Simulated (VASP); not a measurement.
# Na (C2/m) in VASP: single point with PBEsol

Aim: the single point of Na with PBEsol.

All numbers are computed with VASP 6.6.1; they aren't measurements. Logs are shortened: lines on timing, memory, paths and dates and some standing lists are left out, and cuts for length are marked.

## Step 1: The cell of the first run

The structure is monoclinic, space group C2/m (No. 12). The conventional cell has a = 6.592 Å, b = 3.957 Å, c = 3.970 Å, α = 90.00°, β = 125.37°, γ = 90.00°. Within 5.0 Å of Na (site symmetry 2/m) lie 12 Na at 3.84 to 3.97 Å.

## Step 2: Single point, PBEsol (strained)

Input file INCAR:

```
SYSTEM = Na
PREC = Accurate
ENCUT = 520
EDIFF = 1E-6
ISMEAR = 0
SIGMA = 0.1
LREAL = .False.
LASPH = .True.
NELM = 60
ALGO = Fast
ISIF = 2
LWAVE = .False.
LCHARG = .False.
GGA = PS
NBANDS = 10
```

Input file KPOINTS:

```
regular mesh
0
Gamma
  14 14 14
  0 0 0
```

Input file POSCAR:

```
Na
1.0
   -1.9785136278      2.0241237489      2.7167108352
    1.9785136278     -1.9457438860      2.6605908243
    1.9785136278      1.9457438860     -2.6605908243
Na
1
Direct
    0.0000000000      0.0000000000      0.0000000000
```

Potentials or basis: VASP PAW PBE potentials, release 64 (Na_pv).

The run is started by

```sh
$ cat potpaw_PBE.64/Na_pv/POTCAR > POTCAR
$ mpirun -np 1 vasp_std > vasp.out
```

OUTCAR:

```text
SYSTEM = Na
   PREC = Accurate
   ENCUT = 520
   EDIFF = 1E-6
   ISMEAR = 0
   LREAL = .False.
   LASPH = .True.
   NELM = 60
   ISIF = 2
   GGA = PS

 ion  position               nearest neighbor table
   1  0.000  0.000  0.000-

  LATTYP: Found a base centered monoclinic cell.
 ALAT       =     6.5923175907
 B/A-ratio  =     0.6002482740
 C/A-ratio  =     0.6022562218
 COS(beta)  =    -0.5788379581

  Lattice vectors:

 A1 = (  -1.9785136278,  -1.9457438860,   2.6605908243)
 A2 = (   1.9785136278,  -1.9457438860,   2.6605908243)
 A3 = (   0.0000000000,   3.9698676349,   0.0561200109)

Analysis of symmetry for initial positions (statically):
=====================================================================
 Subroutine PRICEL returns:
 Original cell was already a primitive cell.

 Routine SETGRP: Setting up the symmetry group for a
 base centered monoclinic supercell.

 Subroutine GETGRP returns: Found  4 space group operations
 (whereof  4 operations were pure point group operations)
 out of a pool of  4 trial point group operations.

The static configuration has the point symmetry C_2h.

Analysis of symmetry for dynamics (positions and initial velocities):
=====================================================================
 Subroutine PRICEL returns:
 Original cell was already a primitive cell.

 Routine SETGRP: Setting up the symmetry group for a
 base centered monoclinic supercell.

 Subroutine GETGRP returns: Found  4 space group operations
 (whereof  4 operations were pure point group operations)
 out of a pool of  4 trial point group operations.

The dynamic configuration has the point symmetry C_2h.

 Subroutine INISYM returns: Found  4 space group operations
 (whereof  4 operations are pure point group operations),
 and found     1 'primitive' translations

----------------------------------------------------------------------------------------

                                     Primitive cell

  volume of cell :      42.2270

  direct lattice vectors                    reciprocal lattice vectors
    -1.978513628  2.024123749  2.716710835     0.000000000  0.249320021  0.182332775
     1.978513628 -1.945743886  2.660590824     0.252714964 -0.002629462  0.186005205
     1.978513628  1.945743886 -2.660590824     0.252714964  0.251949483 -0.003672430

  length of vectors
     3.923278079  3.844369777  3.844369777     0.308878153  0.313798826  0.356870959

  position of ions in fractional coordinates (direct lattice)
     0.000000000  0.000000000  0.000000000

  ion indices of the primitive-cell ions
   primitive index   ion index
                 1           1
[... 75 lines left out ...]
   NSW    =      0    number of steps for IOM
   IBRION =     -1    ionic relax: 0-MD 1-quasi-New 2-CG
   NFREE  =      0    steps in history (QN), initial steepest desc. (CG)
   ISIF   =      2    stress and relaxation
   ISYM   =      2    0-nonsym 1-usesym 2-fastsym
   POTIM  = 0.5000    time-step for ionic-motion
   TEBEG  =    0.0;   TEEND  =   0.0 temperature during run
   PSTRESS=    0.0 pullay stress
   NELECT =       7.0000    total number of electrons
   NUPDOWN=      -1.0000    fix difference up-down
   EMIN   =  10.00;   EMAX   =-10.00  energy-range for DOS
   EFERMI =   0.00;   METHOD = LEGACY
   ISMEAR =     0;   SIGMA  =   0.10  broadening in eV -4-tet -1-fermi 0-gaus
   EFERMI_NEDOS =   21; number of points for ismear=-14 and -15
   IALGO  =     68    algorithm
   IMIX   =      4    mixing-type and parameters
     AMIX     =   0.40;   BMIX     =  1.00
     AMIX_MAG =   1.60;   BMIX_MAG =  1.00
  volume/ion in A,a.u.               =      42.23       284.96
  Fermi-wavevector in a.u.,A,eV,Ry     =   0.899313  1.699455 11.003900  0.808764
  Thomas-Fermi vector in A             =   2.022131
   LORBIT       =      0    0 simple, 1 ext, 2 COOP (PROOUT), +10 PAW based schemes
   GGA     = PS    functional components
   LHFCALC =     F    Hartree Fock is set to
   AEXX    =    0.0000 exact exchange contribution
   IVDW    =     0    specifies the selected vdW correction
   LEPSILON=     F    determine dielectric tensor
   LRPA    =     F    only Hartree local field effects (RPA)
 non-spin polarized calculation
 RMM-DIIS sequential band-by-band and
 Gauss-broadening in eV      SIGMA  =   0.10
  energy-cutoff  :      520.00
  volume of cell :       42.23
 maximum number of plane-waves:      1158
 NGX is ok and might be reduce to    30
   NGX = 15   NGY = 15   NGZ = 15

 number of electron       7.0000000 magnetization

 Free energy of the ion-electron system (eV)
  ---------------------------------------------------
  ext. energy  EPLUGINS =         0.00000000
  ---------------------------------------------------
  free energy    TOTEN  =        -1.38328556 eV

  energy without entropy =       -1.38100926  energy(sigma->0) =       -1.38214741

 E-fermi :  -0.0449     XC(G=0):  -6.1680

 val. band max:       -0.0461996862   @ k =  -0.4286   0.3571  -0.0000
 cond. band min:      -0.0411729260   @ k =  -0.4286   0.3571   0.0714
 fundamental gap:      0.0050267602
 Fermi energy:        -0.0448693290

 k-point     1 :       0.0000    0.0000    0.0000
  band No.  band energies     occupation
      1     -24.9353      2.00000
      2     -24.9349      2.00000
      3     -24.9346      2.00000
      4      -3.0513      2.00000
      5      10.0258      0.00000
      6      10.2858      0.00000
      7      10.5889      0.00000
      8      11.0194      0.00000
      9      11.4342      0.00000
     10      11.5622      0.00000
[... 287 lines left out ...]
 k-point    24 :       0.0714    0.1429    0.0000
  band No.  band energies     occupation
      1     -24.9406      2.00000
      2     -24.9365      2.00000
      3     -24.9357      2.00000
      4      -2.5614      2.00000
      5       6.8663      0.00000
      6       8.0460      0.00000
      7      10.6668      0.00000
      8      11.5599      0.00000
      9      11.8966      0.00000
     10      12.2644      0.00000

 [... further k-points ...]
[... 5 lines left out ...]
  --------------------------------------------------------------------------------------
  -------------------------------------------------------------------------------------
  Total       -0.2190203     -0.2320464     -0.2086790      0.0000000     -0.0399679      0.0000000
  in kB       -8.3100757     -8.8043137     -7.9177066      0.0000000     -1.5164627      0.0000000
  external PRESSURE =      -8.3440320 kB  Pullay stress =       0.0000000 kB

 VOLUME and BASIS-vectors are now :
 -----------------------------------------------------------------------------
  energy-cutoff  :      520.00
  volume of cell :       42.23
      direct lattice vectors                 reciprocal lattice vectors
    -1.978513628  2.024123749  2.716710835     0.000000000  0.249320021  0.182332775
     1.978513628 -1.945743886  2.660590824     0.252714964 -0.002629462  0.186005205
     1.978513628  1.945743886 -2.660590824     0.252714964  0.251949483 -0.003672430

 POSITION                                       TOTAL-FORCE (eV/Angst)
 -----------------------------------------------------------------------------------
      0.00000      0.00000      0.00000        -0.000000     -0.000000     -0.000000
 -----------------------------------------------------------------------------------
    total drift:                               -0.000000     -0.000000      0.000000

  FREE ENERGIE OF THE ION-ELECTRON SYSTEM (eV)
  ---------------------------------------------------
  free  energy   TOTEN  =        -1.3832855583 eV

  energy  without entropy=       -1.3810092558  energy(sigma->0) =       -1.38214741
```

stdout:

```text
POSCAR found type information on POSCAR Na
 POSCAR found :  1 types and       1 ions
 scaLAPACK will be used
 -----------------------------------------------------------------------------
|                                                                             |
|                                                                             |
|     You enforced a specific xc type in the INCAR file but a different       |
|     I HOPE YOU KNOW WHAT YOU ARE DOING!                                     |
|                                                                             |
 -----------------------------------------------------------------------------

 LDA part: xc-table for (Slater+PW92), standard interpolation
 POSCAR, INCAR and KPOINTS ok, starting setup
 FFT: planning ... GRIDC
 FFT: planning ... GRID_SOFT
 FFT: planning ... GRID
 WAVECAR not read
 entering main loop
WARNING in EDDRMM: call to ZHEGV failed, returncode =   6  3      9
```

It took 3.6 min on 1 thread of Intel Xeon Platinum 8259CL at 2.50GHz (Skylake/Cascade Lake), shared host; peak memory 0.36 GiB.

What came out:

- Free energy: -1.3833 eV
- Pressure: -0.8 GPa
- Band gap on the k mesh: zero (an odd number of electrons rules out a gap without spin polarisation)

Stress tensor (GPa, compression positive):
```
-0.83  0.00  0.00
 0.00 -0.88 -0.15
 0.00 -0.15 -0.79
```

Caveat: the cell differs from its parent crystal (strained); the PAW data sets were made with another functional, which shifts forces and pressure a little.
